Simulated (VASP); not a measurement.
# GaN (P6_3mc) in VASP: notebook

Runs on GaN. Level: LDA. Tasks: single point.

Everything below comes from runs of VASP 6.6.1. Logs are shortened: lines on timing, memory, paths and dates and some standing lists are left out, and cuts for length are marked.

**1. The cell of the first run**

The structure is hexagonal, space group P6_3mc (No. 186). Conventional cell: a = 3.215 Å, b = 3.215 Å, c = 5.088 Å, α = 90.00°, β = 90.00°, γ = 120.00°. Ga (site symmetry 3m) has 4 N at 1.94 to 1.95 Å within 2.6 Å. Within 2.6 Å of N (site symmetry 3m) lie 4 Ga at 1.94 to 1.95 Å.

**2. Single point, LDA (in-plane strain +0.02, then relaxed in part)**

File INCAR:

```
  PREC = Accurate
  ENCUT = 910
  EDIFF = 1E-6
  ISMEAR = 0
  SIGMA = 0.01
  LREAL = F
  LASPH = T
  NELM = 120
  ALGO = Normal
  ISIF = 2
  LWAVE = F
  LCHARG = F
  GGA = CA
  NBANDS = 26
  GGA_COMPAT = F
```

File KPOINTS:

```
Automatic mesh
0
Gamma
  8 8 4
```

File POSCAR:

```
GaN
1.0
    3.2148508677      0.0000000000      0.0000000000
   -1.6074254338      2.7841425208      0.0000000000
    0.0000000000      0.0000000000      5.0877233315
Ga N
2 2
Direct
    0.3333333333      0.6666666667     -0.0031661581
    0.6666666667      0.3333333333      0.4968338419
    0.3333333333      0.6666666667      0.3781661581
    0.6666666667      0.3333333333      0.8781661581
```

Potentials or basis: VASP PAW LDA potentials, release 64 (Ga_d, N_h).

Run with:

```bash
$ cat potpaw_LDA.64/Ga_d/POTCAR potpaw_LDA.64/N_h/POTCAR > POTCAR
$ mpirun -np 1 vasp_std > vasp.out
```

OUTCAR:

```text
PREC = Accurate
   ENCUT = 910
   EDIFF = 1E-6
   ISMEAR = 0
   LREAL = F
   LASPH = T
   NELM = 120
   ISIF = 2
   GGA = CA

 ion  position               nearest neighbor table
   1  0.333  0.667  0.997-   3 1.94   4 1.95   4 1.95   4 1.95
   2  0.667  0.333  0.497-   4 1.94   3 1.95   3 1.95   3 1.95
   3  0.333  0.667  0.378-   1 1.94   2 1.95   2 1.95   2 1.95
   4  0.667  0.333  0.878-   2 1.94   1 1.95   1 1.95   1 1.95

  LATTYP: Found a hexagonal cell.
 ALAT       =     3.2148508677
 C/A-ratio  =     1.5825690027

  Lattice vectors:

 A1 = (   3.2148508677,   0.0000000000,   0.0000000000)
 A2 = (  -1.6074254338,   2.7841425208,   0.0000000000)
 A3 = (   0.0000000000,   0.0000000000,   5.0877233315)

Analysis of symmetry for initial positions (statically):
=====================================================================
 Subroutine PRICEL returns:
 Original cell was already a primitive cell.

 Routine SETGRP: Setting up the symmetry group for a
 hexagonal supercell.

 Subroutine GETGRP returns: Found 12 space group operations
 (whereof  6 operations were pure point group operations)
 out of a pool of 24 trial point group operations.

The static configuration has the point symmetry C_3v.
 The point group associated with its full space group is C_6v.

Analysis of symmetry for dynamics (positions and initial velocities):
=====================================================================
 Subroutine PRICEL returns:
 Original cell was already a primitive cell.

 Routine SETGRP: Setting up the symmetry group for a
 hexagonal supercell.

 Subroutine GETGRP returns: Found 12 space group operations
 (whereof  6 operations were pure point group operations)
 out of a pool of 24 trial point group operations.

The dynamic configuration has the point symmetry C_3v.
 The point group associated with its full space group is C_6v.

 Subroutine INISYM returns: Found 12 space group operations
 (whereof  6 operations are pure point group operations),
 and found     1 'primitive' translations

----------------------------------------------------------------------------------------

                                     Primitive cell

  volume of cell :      45.5382

  direct lattice vectors                    reciprocal lattice vectors
     3.214850868  0.000000000  0.000000000     0.311056419  0.179588508  0.000000000
    -1.607425434  2.784142521  0.000000000     0.000000000  0.359177015  0.000000000
     0.000000000  0.000000000  5.087723332     0.000000000  0.000000000  0.196551568

  length of vectors
     3.214850868  3.214850868  5.087723332     0.359177015  0.359177015  0.196551568

  position of ions in fractional coordinates (direct lattice)
     0.333333333  0.666666667  0.996833842
     0.666666667  0.333333333  0.496833842
     0.333333333  0.666666667  0.378166158
     0.666666667  0.333333333  0.878166158

  ion indices of the primitive-cell ions
   primitive index   ion index
                 1           1
                 2           2
                 3           3
                 4           4

----------------------------------------------------------------------------------------

 KPOINTS: Automatic mesh

Automatic generation of k-mesh.
 Grid dimensions read from file:
 generate k-points for:    8    8    4

 Generating k-lattice:

  Cartesian coordinates                     Fractional coordinates (reciprocal lattice)
     0.038882052  0.022448563  0.000000000     0.125000000  0.000000000  0.000000000
     0.000000000  0.044897127  0.000000000     0.000000000  0.125000000  0.000000000
     0.000000000  0.000000000  0.049137892     0.000000000  0.000000000  0.250000000

  Length of vectors
     0.044897127  0.044897127  0.049137892

  Shift w.r.t. Gamma in fractional coordinates (k-lattice)
     0.000000000  0.000000000  0.000000000

 Subroutine IBZKPT returns following result:
 ===========================================

 Found     30 irreducible k-points:

 Following reciprocal coordinates:
            Coordinates               Weight
  0.000000  0.000000  0.000000      1.000000
  0.125000  0.000000  0.000000      6.000000
  0.250000  0.000000  0.000000      6.000000
  0.375000  0.000000  0.000000      6.000000
  0.500000  0.000000  0.000000      3.000000
  0.125000  0.125000  0.000000      6.000000
[... 16 lines left out ...]
  0.250000  0.000000  0.500000      6.000000
  0.375000  0.000000  0.500000      6.000000
 [... further k-points ...]
   k-points           NKPTS =     30   k-points in BZ     NKDIM =     30   number of bands    NBANDS=     26
   number of dos      NEDOS =    301   number of ions     NIONS =      4
   total plane-waves  NPLWV =  51200
   dimension x,y,z NGX =    32 NGY =   32 NGZ =   50
   dimension x,y,z NGXF=    64 NGYF=   64 NGZF=  100
   ions per type =               2   2
   NGX,Y,Z   is equivalent  to a cutoff of  16.55, 16.55, 16.34 a.u.
   NGXF,Y,Z  is equivalent  to a cutoff of  33.10, 33.10, 32.68 a.u.
[... 32 lines left out ...]
  Fermi-wavevector in a.u.,A,eV,Ry     =   1.513737  2.860548 31.176382  2.291399
  Thomas-Fermi vector in A             =   2.623488
   LORBIT       =      0    0 simple, 1 ext, 2 COOP (PROOUT), +10 PAW based schemes
   GGA     = CA    functional components
   LHFCALC =     F    Hartree Fock is set to
   AEXX    =    0.0000 exact exchange contribution
   IVDW    =     0    specifies the selected vdW correction
   LEPSILON=     F    determine dielectric tensor
   LRPA    =     F    only Hartree local field effects (RPA)
 non-spin polarized calculation
 Gauss-broadening in eV      SIGMA  =   0.01
  energy-cutoff  :      910.00
  volume of cell :       45.54
 maximum number of plane-waves:      2862
 NGX is ok and might be reduce to    32
   NGX = 15   NGY = 15   NGZ = 25

 number of electron      36.0000003 magnetization

 Free energy of the ion-electron system (eV)
  ---------------------------------------------------
  ext. energy  EPLUGINS =         0.00000000
  ---------------------------------------------------
  free energy    TOTEN  =       -27.87543619 eV

  energy without entropy =      -27.87543619  energy(sigma->0) =      -27.87543619

 E-fermi :   5.5292     XC(G=0): -12.1522

 val. band max:        5.4772198150   @ k =   0.0000   0.0000   0.0000
 cond. band min:       7.3953420163   @ k =   0.0000   0.0000   0.0000
 fundamental gap:      1.9181222014
 Fermi energy:         5.5291590092

 k-point     1 :       0.0000    0.0000    0.0000
  band No.  band energies     occupation
      1     -10.4624      2.00000
      2      -9.5793      2.00000
      3      -8.1303      2.00000
      4      -8.1228      2.00000
      5      -8.1228      2.00000
      6      -8.0583      2.00000
[... 18 lines left out ...]
     25      16.8050      0.00000
     26      16.8050      0.00000

 k-point     2 :       0.1250    0.0000    0.0000
  band No.  band energies     occupation
      1     -10.3139      2.00000
      2      -9.5471      2.00000
      3      -8.1159      2.00000
      4      -8.1025      2.00000
      5      -8.0712      2.00000
      6      -8.0386      2.00000
[... 18 lines left out ...]
     25      16.7180      0.00000
     26      17.1480      0.00000

 k-point     3 :       0.2500    0.0000    0.0000
  band No.  band energies     occupation
      1      -9.9707      2.00000
      2      -9.4871      2.00000
      3      -8.0786      2.00000
      4      -8.0675      2.00000
      5      -7.9986      2.00000
      6      -7.9586      2.00000
[... 18 lines left out ...]
     25      16.6283      0.00000
     26      17.8375      0.00000

 k-point     4 :       0.3750    0.0000    0.0000
  band No.  band energies     occupation
      1      -9.6884      2.00000
      2      -9.4504      2.00000
      3      -8.0675      2.00000
      4      -8.0552      2.00000
      5      -7.9659      2.00000
      6      -7.9061      2.00000
[... 18 lines left out ...]
     25      16.9956      0.00000
     26      18.7516      0.00000
[... 496 lines left out ...]
      1      -9.7884      2.00000
      2      -9.7884      2.00000
      3      -8.0884      2.00000
      4      -8.0884      2.00000
      5      -8.0772      2.00000
      6      -8.0772      2.00000
[... 18 lines left out ...]
     25      15.8399      0.00000
     26      15.8399      0.00000

 k-point    23 :       0.2500    0.0000    0.5000
  band No.  band energies     occupation
      1      -9.6110      2.00000
      2      -9.6110      2.00000
      3      -8.0616      2.00000
      4      -8.0616      2.00000
      5      -8.0167      2.00000
      6      -8.0167      2.00000
[... 18 lines left out ...]
     25      16.7194      0.00000
     26      16.7194      0.00000

 k-point    24 :       0.3750    0.0000    0.5000
  band No.  band energies     occupation
      1      -9.4891      2.00000
      2      -9.4891      2.00000
      3      -8.0708      2.00000
      4      -8.0708      2.00000
      5      -7.9673      2.00000
      6      -7.9673      2.00000
[... 18 lines left out ...]
     25      17.3354      0.00000
     26      17.3354      0.00000

 [... further k-points ...]
[... 5 lines left out ...]
  --------------------------------------------------------------------------------------
  -------------------------------------------------------------------------------------
  Total       -2.0524768     -2.0524768      0.3742810     -0.0000000      0.0000000      0.0000000
  in kB      -72.2126116    -72.2126116     13.1683887     -0.0000000      0.0000000      0.0000000
  external PRESSURE =     -43.7522782 kB  Pullay stress =       0.0000000 kB

 VOLUME and BASIS-vectors are now :
 -----------------------------------------------------------------------------
  energy-cutoff  :      910.00
  volume of cell :       45.54
      direct lattice vectors                 reciprocal lattice vectors
     3.214850868  0.000000000  0.000000000     0.311056419  0.179588508  0.000000000
    -1.607425434  2.784142521  0.000000000     0.000000000  0.359177015  0.000000000
     0.000000000  0.000000000  5.087723332     0.000000000  0.000000000  0.196551568

 POSITION                                       TOTAL-FORCE (eV/Angst)
 -----------------------------------------------------------------------------------
     -0.00000      1.85610      5.07161         0.000000     -0.000000     -0.006017
      1.60743      0.92805      2.52775        -0.000000     -0.000000     -0.006017
     -0.00000      1.85610      1.92400         0.000000     -0.000000      0.006017
      1.60743      0.92805      4.46787        -0.000000      0.000000      0.006017
 -----------------------------------------------------------------------------------
    total drift:                               -0.000000     -0.000000      0.000810

  FREE ENERGIE OF THE ION-ELECTRON SYSTEM (eV)
  ---------------------------------------------------
  free  energy   TOTEN  =       -27.8754361865 eV

  energy  without entropy=      -27.8754361865  energy(sigma->0) =      -27.87543619
```

It took 50 s on 1 thread of Intel Xeon Platinum 8259CL at 2.50GHz (Skylake/Cascade Lake), shared host; peak memory 0.22 GiB.

What came out:

```yaml
Free_energy: -27.8754 eV
Pressure: -4.4 GPa
Largest_force: 0.006 eV/Å
Band_gap_on_the_k_mesh: 1.92 eV, direct
```

Forces in eV/Å, atoms in the order of the input:
```
Ga   0.000  0.000 -0.006
Ga   0.000  0.000 -0.006
N    0.000  0.000  0.006
N    0.000  0.000  0.006
```

Stress tensor (GPa, compression positive):
```
-7.22  0.00  0.00
 0.00 -7.22  0.00
 0.00  0.00  1.32
```

Caveat: the cell differs from its parent crystal (in-plane strain +0.02, then relaxed in part); the cutoff is under 1.25 times the usual one of these potentials, so pressure, stress and relaxed cells hold a basis-set (Pulay) error.

**3. Single point, LDA (in-plane strain +0.01, then relaxed in part)**

Edit INCAR of step 2 so:

```diff
@@ -11,4 +11,6 @@
   LWAVE = F
-  LCHARG = F
+  LCHARG = T
   GGA = CA
+  LELF = T
+  LVHAR = T
   NBANDS = 26
```

KPOINTS is that of step 2.

File POSCAR:

```
GaN
1.0
    3.1833327219      0.0000000000      0.0000000000
   -1.5916663609      2.7568470059      0.0000000000
    0.0000000000      0.0000000000      5.1127409128
Ga N
2 2
Direct
    0.3333333333      0.6666666667     -0.0019699460
    0.6666666667      0.3333333333      0.4980300540
    0.3333333333      0.6666666667      0.3769699460
    0.6666666667      0.3333333333      0.8769699460
```

Potentials or basis: VASP PAW LDA potentials, release 64 (Ga_d, N_h).

Run with:

```bash
$ cat potpaw_LDA.64/Ga_d/POTCAR potpaw_LDA.64/N_h/POTCAR > POTCAR
$ mpirun -np 1 vasp_std > vasp.out
```

It took 29 s on 1 thread of Intel Xeon 6975P-C (Granite Rapids), shared host; peak memory 0.21 GiB.

It converged, with:

```yaml
Free_energy: -27.9068 eV
Pressure: -1.9 GPa
Band_gap_on_the_k_mesh: 2.06 eV, direct
```

Forces in eV/Å, atoms in the order of the input:
```
Ga   0.000  0.000 -0.002
Ga   0.000  0.000 -0.002
N    0.000  0.000  0.002
N    0.000  0.000  0.002
```

Stress tensor (GPa, compression positive):
```
-3.34  0.00  0.00
 0.00 -3.34  0.00
 0.00  0.00  1.10
```

Levels at points of the mesh, in eV from the valence-band top:
```
           k point  band 14  band 15  band 16  band 17  band 18  band 19  band 20  band 21  band 22  band 23
(0.00, 0.00, 0.00)    -1.14    -1.14    -0.04    -0.04     0.00     2.06     4.11     9.24     9.68     9.68
(0.50, 0.00, 0.00)    -5.38    -4.33    -2.91    -2.28    -1.05     4.84     5.59     6.05     8.62    10.35
(0.00, 0.00, 0.50)    -3.80    -0.60    -0.60    -0.60    -0.60     4.25     4.25     8.44     8.44    10.21
(0.50, 0.00, 0.50)    -6.79    -2.06    -2.06    -1.89    -1.89     4.37     4.37     7.72     7.72     9.91
```

Caveat: the cell differs from its parent crystal (in-plane strain +0.01, then relaxed in part); the cutoff is under 1.25 times the usual one of these potentials, so pressure, stress and relaxed cells hold a basis-set (Pulay) error.

**4. Single point, LDA (in-plane strain -0.005, then relaxed in part)**

File INCAR:

```
  ALGO = Normal
  EDIFF = 1E-6
  ENCUT = 910
  GGA = CA
  GGA_COMPAT = F
  ISIF = 2
  ISMEAR = 0
  LASPH = T
  LCHARG = F
  LREAL = F
  LWAVE = F
  NBANDS = 26
  NELM = 120
  PREC = Accurate
  SIGMA = 0.01
```

File KPOINTS:

```
k-points
0
Gamma
  8 8 4
```

File POSCAR:

```
GaN
1.0
    3.1360555033      0.0000000000      0.0000000000
   -1.5680277516      2.7159037335      0.0000000000
    0.0000000000      0.0000000000      5.1504033593
Ga N
2 2
Direct
    0.3333333333      0.6666666667     -0.0000627399
    0.6666666667      0.3333333333      0.4999372601
    0.3333333333      0.6666666667      0.3750627399
    0.6666666667      0.3333333333      0.8750627399
```

Run with:

```bash
$ cat potpaw_LDA.64/Ga_d/POTCAR potpaw_LDA.64/N_h/POTCAR > POTCAR
$ mpirun -np 1 vasp_std > vasp.out
```

Wall time 64 s (1 thread of Intel Xeon 6975P-C (Granite Rapids), shared host); peak memory 0.22 GiB.

Results (log left out):

```yaml
Free_energy: -27.9087 eV
Pressure: 2.6 GPa
Largest_force: 0.003 eV/Å
Band_gap_on_the_k_mesh: 2.17 eV, direct
```

Forces in eV/Å, atoms in the order of the input:
```
Ga   0.000  0.000  0.003
Ga   0.000  0.000  0.003
N    0.000  0.000 -0.003
N    0.000  0.000 -0.003
```

Stress tensor (GPa, compression positive):
```
3.41 0.00 0.00
0.00 3.41 0.00
0.00 0.00 1.09
```

Levels at points of the mesh, in eV from the valence-band top:
```csv
k point,band 14,band 15,band 16,band 17,band 18,band 19,band 20,band 21,band 22,band 23
"(0.00, 0.00, 0.00)",-1.07,-1.07,-0.10,0.00,0.00,2.17,4.50,9.19,10.00,10.00
"(0.50, 0.00, 0.00)",-5.52,-4.47,-2.89,-2.40,-1.07,5.06,5.67,5.96,8.75,10.39
"(0.00, 0.00, 0.50)",-4.00,-0.55,-0.55,-0.55,-0.55,4.47,4.47,8.47,8.47,10.53
"(0.50, 0.00, 0.50)",-6.91,-2.06,-2.06,-2.06,-2.06,4.37,4.37,7.84,7.84,10.03
```

Caveat: the cell differs from its parent crystal (in-plane strain -0.005, then relaxed in part); the cutoff is under 1.25 times the usual one of these potentials, so pressure, stress and relaxed cells hold a basis-set (Pulay) error.

**5. Single point, LDA (in-plane strain +0.005, then relaxed in part)**

File INCAR:

```
SYSTEM = GaN
PREC     = Accurate       ! precision mode
ENCUT    = 910            ! plane-wave cutoff, eV
EDIFF    = 1E-6           ! SCF threshold, eV
ISMEAR   = 0              ! smearing method
SIGMA    = 0.01           ! smearing width, eV
LREAL    = .False.        ! projectors in reciprocal space
LASPH    = .True.         ! aspherical terms in the spheres
NELM     = 120            ! most SCF steps
ALGO     = Normal         ! electronic algorithm
ISIF     = 2              ! what is computed and relaxed
LWAVE    = .False.        ! write WAVECAR
LCHARG   = .False.        ! write CHGCAR
NBANDS   = 26             ! bands
GGA_COMPAT= .False.
```

File KPOINTS:

```
Automatic mesh
0
Gamma
  8 8 4
  0 0 0
```

File POSCAR:

```
GaN
1.0
    3.1675736490      0.0000000000      0.0000000000
   -1.5837868245      2.7431992484      0.0000000000
    0.0000000000      0.0000000000      5.1259197475
Ga N
2 2
Direct
    0.3333333333      0.6666666667     -0.0013369312
    0.6666666667      0.3333333333      0.4986630688
    0.3333333333      0.6666666667      0.3763369312
    0.6666666667      0.3333333333      0.8763369312
```

Run with:

```bash
$ cat potpaw_LDA.64/Ga_d/POTCAR potpaw_LDA.64/N_h/POTCAR > POTCAR
$ mpirun -np 1 vasp_std > vasp.out
```

It took 71 s on 1 thread of Intel Xeon Platinum 8259CL at 2.50GHz (Skylake/Cascade Lake), shared host; peak memory 0.22 GiB.

It converged, with:

| Quantity | Value |
| --- | --- |
| Free energy | -27.9137 eV |
| Pressure | -0.3 GPa |
| Band gap on the k mesh | 2.12 eV, direct |

Stress tensor (GPa, compression positive):
```
-1.07  0.00  0.00
 0.00 -1.07  0.00
 0.00  0.00  1.16
```

Levels at points of the mesh, in eV from the valence-band top:
| k point | band 15 | band 16 | band 17 | band 18 | band 19 | band 20 | band 21 | band 22 |
| --- | --- | --- | --- | --- | --- | --- | --- | --- |
| (0.00, 0.00, 0.00) | -1.09 | -0.01 | 0.00 | 0.00 | 2.12 | 4.27 | 9.25 | 9.81 |
| (0.50, 0.00, 0.00) | -4.35 | -2.88 | -2.29 | -1.03 | 4.94 | 5.65 | 6.04 | 8.69 |
| (0.00, 0.00, 0.50) | -0.56 | -0.56 | -0.56 | -0.56 | 4.35 | 4.35 | 8.47 | 8.47 |
| (0.50, 0.00, 0.50) | -2.03 | -2.03 | -1.92 | -1.92 | 4.40 | 4.40 | 7.78 | 7.78 |

Caveat: the cell differs from its parent crystal (in-plane strain +0.005, then relaxed in part); the cutoff is under 1.25 times the usual one of these potentials, so pressure, stress and relaxed cells hold a basis-set (Pulay) error.

**6. Summary**

| cell | gap on the mesh (eV) | pressure (GPa) |
| --- | --- | --- |
| a = 3.215, b = 3.215, c = 5.088 Å, angles 90.0, 90.0, 120.0°, 4 atoms | 1.92 | -4.4 |
| a = 3.183, b = 3.183, c = 5.113 Å, angles 90.0, 90.0, 120.0°, 4 atoms | 2.06 | -1.9 |
| a = 3.136, b = 3.136, c = 5.150 Å, angles 90.0, 90.0, 120.0°, 4 atoms | 2.17 | 2.6 |
| a = 3.168, b = 3.168, c = 5.126 Å, angles 90.0, 90.0, 120.0°, 4 atoms | 2.12 | -0.3 |

Alike in all rows: task single point; level LDA; potentials or basis VASP PAW LDA potentials, release 64 (Ga_d, N_h); no spin polarisation; k mesh 8 × 8 × 4; cutoff (eV) 910; smearing gaussian 0.01 eV.

Caveats: the cutoff is under 1.25 times the usual one of these potentials, so pressure, stress and relaxed cells hold a basis-set (Pulay) error.

Absolute energies hang on the potentials; compare differences alone.
